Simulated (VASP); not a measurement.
Here is a VASP 6.6.1 calculation.

The input POSCAR:

```
Ga2O3
1.0
    6.1070000000     -1.5185500000      0.0000000000
    6.1070000000      1.5185500000      0.0000000000
   -1.3859888959      0.0000000000      5.6300087380
Ga O
4 6
Direct
    0.3413400000      0.3413400000      0.6859800000
    0.6586600000      0.6586600000      0.3140200000
    0.9095000000      0.9095000000      0.2054000000
    0.0905000000      0.0905000000      0.7946000000
    0.5041000000      0.5041000000      0.7434000000
    0.4959000000      0.4959000000      0.2566000000
    0.8267000000      0.8267000000      0.4368000000
    0.1733000000      0.1733000000      0.5632000000
    0.8355000000      0.8355000000      0.8902000000
    0.1645000000      0.1645000000      0.1098000000
```

File INCAR.step1:

```
SYSTEM = Ga2O3
PREC = Accurate
ENCUT = 500
EDIFF = 1E-8
ISMEAR = 0
SIGMA = 0.01
LREAL = .False.
LASPH = .True.
NELM = 80
ALGO = Normal
LWAVE = .True.
LCHARG = .False.
GGA = PE
```

INCAR.step2

```
SYSTEM = Ga2O3
PREC = Accurate
ENCUT = 500
EDIFF = 1E-8
ISMEAR = 0
SIGMA = 0.01
LREAL = .False.
LASPH = .True.
NELM = 1
ALGO = Exact
LWAVE = .True.
LCHARG = .False.
GGA = PE
NBANDS = 246
LOPTICS = .True.
ISTART = 1
```

The input INCAR.step3:

```
SYSTEM = Ga2O3
PREC = Accurate
ENCUT = 500
EDIFF = 1E-8
ISMEAR = 0
SIGMA = 0.01
LREAL = .False.
LASPH = .True.
ALGO = EVGW0
LWAVE = .False.
LCHARG = .False.
GGA = PE
NELMGW = 1
NBANDS = 246
ENCUTGW = 90.0
NOMEGA = 96
PRECFOCK = Fast
ISTART = 1
NBANDSGW = 52
OMEGAMAX = 20
```

KPOINTS

```
Automatic mesh
0
Gamma
  4 4 2
  0 0 0
```

Potentials or basis: VASP PAW PBE potentials, release 64 (Ga_d_GW, O_GW).

The run is started by

```sh
$ cat potpaw_PBE.64/Ga_d_GW/POTCAR potpaw_PBE.64/O_GW/POTCAR > POTCAR
$ cp INCAR.step1 INCAR
$ mpirun -np 1 vasp_std > vasp.out
$ cp INCAR.step2 INCAR
$ mpirun -np 1 vasp_std > vasp.out
$ cp INCAR.step3 INCAR
$ mpirun -np 1 vasp_std > vasp.out
```

(1) Estimate the quasiparticle gap.

(2) What does it give for the least direct quasiparticle gap?

(3) What does it give for the least direct gap of the starting levels on the mesh?

(4) Estimate the band gap of the starting levels on the mesh.

Results:

(1) 4.13 eV.

(2) 4.16 eV.

(3) 2.44 eV.

(4) 2.43 eV.

Caveat: the k points lie up to 0.56 Å⁻¹ apart; bands, screening cutoff and mesh are small and nothing is extrapolated, so the quasiparticle values aren't converged.
